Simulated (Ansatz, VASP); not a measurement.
One calculation of NaTa3O3, two programs

The input INCAR:

```
SYSTEM = NaTa3O3
ALGO     = Normal         ! electronic algorithm
EDIFF    = 1E-6           ! SCF threshold, eV
ENCUT    = 520            ! plane-wave cutoff, eV
GGA      = PE             ! functional
ISIF     = 2              ! what is computed and relaxed
ISMEAR   = 0              ! smearing method
LASPH    = .TRUE.         ! aspherical terms in the spheres
LCHARG   = .FALSE.        ! write CHGCAR
LREAL    = .FALSE.        ! projectors in reciprocal space
LWAVE    = .FALSE.        ! write WAVECAR
NBANDS   = 38             ! bands
NELM     = 100            ! most SCF steps
PREC     = Accurate       ! precision mode
SIGMA    = 0.2            ! smearing width, eV
```

The input KPOINTS:

```
k-points
0
G
  8 8 2
  0 0 0
```

Contents of POSCAR:

```
NaTa3O3
1.0
   -2.5395460754      1.4857788937      0.0006518427
   -2.5395460754     -1.4857788937      0.0006518427
   -0.7601246442      0.0000000000     11.9331877294
Na Ta O
1 3 3
Direct
    0.0293081739      0.0293081739      0.9929745105
    0.4393289410      0.4393289410      0.4489795611
    0.0696659356      0.0696659356      0.7380280365
    0.9827716798      0.9827716798      0.2443953582
    0.4213487181      0.4213487181      0.6297069867
    0.3866656345      0.3866656345      0.8493381687
    0.6725239732      0.6725239732      0.1305773783
```

Input for Ansatz:

```yaml
crystal:
  lattice:
    - [-2.5395460754, 1.4857788937, 0.0006518427]
    - [-2.5395460754, -1.4857788937, 0.0006518427]
    - [-0.7601246442, 0.0, 11.9331877294]
  atoms:
    - { symbol: Na, position: [0.0293081739, 0.0293081739, 0.9929745105] }
    - { symbol: Ta, position: [0.439328941, 0.439328941, 0.4489795611] }
    - { symbol: Ta, position: [0.0696659356, 0.0696659356, 0.7380280365] }
    - { symbol: Ta, position: [0.9827716798, 0.9827716798, 0.2443953582] }
    - { symbol: O, position: [0.4213487181, 0.4213487181, 0.6297069867] }
    - { symbol: O, position: [0.3866656345, 0.3866656345, 0.8493381687] }
    - { symbol: O, position: [0.6725239732, 0.6725239732, 0.1305773783] }
basis:
  ecutwfc: 420
kpoints:
  mp_grid: { grid: [8, 8, 2] }
hamiltonian:
  xc: pbe
scf:
  occupations: { method: gaussian, width: 0.2 }
  lower_state_search: "off"
output:
  forces: true
  stress: true
  eigenvalues: true
```

Alike in both runs: task single point; functional PBE; k mesh 8 × 8 × 2; occupations gaussian, width 0.2 eV; no spin polarisation.

```csv
,VASP,Ansatz
version,VASP 6.6.1,Ansatz 0.2.0
potentials or method,"VASP PAW PBE potentials, release 64 (Na_pv, Ta_pv, O), cutoff 520 eV","scalar-relativistic, plane waves, PAW"
valence electrons in the cell,58,66
```

VASP gave:

| Property | Result |
| --- | --- |
| gap on the k mesh at the Fermi level (eV) | none |
| pressure (GPa) | 0.5 |
| traceless stress, the component that is largest in VASP (GPa) | 0.31 |
| rms of the force components (eV/Å) | 0.021 |

Task: Which values does Ansatz return?

Result: gap on the k mesh at the Fermi level (eV): none; pressure (GPa): 0.2; traceless stress, the component that is largest in VASP (GPa): 0.36; rms of the force components (eV/Å): 0.009.

Atom by atom the forces differ by 0.021 eV/Å (rms over components). A gap of «none» marks a metal or a gap that the smearing closes. VASP's potentials hold 58 valence electrons a cell and Ansatz's 66, so a difference there can come from the potentials and not from the codes.

Spin-orbit coupling is off throughout.
